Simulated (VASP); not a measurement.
A run of VASP 6.6.1:

File POSCAR:

```
TePb
1.0
    0.0000000000      3.1873324849      3.1873324849
    3.1873324849      0.0000000000      3.1873324849
    3.1873324849      3.1873324849      0.0000000000
Pb Te
1 1
Direct
    0.0000000000      0.0000000000      0.0000000000
    0.5000000000      0.5000000000      0.5000000000
```

Contents of INCAR.step1:

```
PREC = Accurate ; ENCUT = 520
EDIFF = 1E-5 ; ISMEAR = -1
SIGMA = 0.05 ; LREAL = F
LASPH = T ; NELM = 80
ALGO = Normal ; ISIF = 2
LWAVE = T ; NBANDS = 17
GGA = PE
```

INCAR.step2

```
PREC = Accurate ; ENCUT = 520
EDIFF = 1E-7 ; ISMEAR = -1
SIGMA = 0.05 ; LREAL = F
LASPH = T ; NELM = 80
ALGO = Normal ; ISIF = 2
LWAVE = F ; LCHARG = T
GGA = PE ; LHFCALC = T
AEXX = 0.25 ; HFSCREEN = 0.3
PRECFOCK = Normal ; LELF = T
LVHAR = T ; NBANDS = 17
ISTART = 1
```

KPOINTS

```
Automatic mesh
0
Gamma
  4 4 4
```

Potentials or basis: VASP PAW PBE potentials, release 64 (Pb_d, Te).

The run is started by

```console
$ cat potpaw_PBE.64/Pb_d/POTCAR potpaw_PBE.64/Te/POTCAR > POTCAR
$ cp INCAR.step1 INCAR
$ mpirun -np 1 vasp_std > vasp.out
$ cp INCAR.step2 INCAR
$ mpirun -np 1 vasp_std > vasp.out
```

Hardware: 1 thread of Intel Xeon 8259CL, on a shared host.

How long does it take, and how much memory?

Wall time 29 min on 1 thread of Intel Xeon 8259CL, with other jobs on the host, peak memory 0.32 GiB. Counts: k points 8.
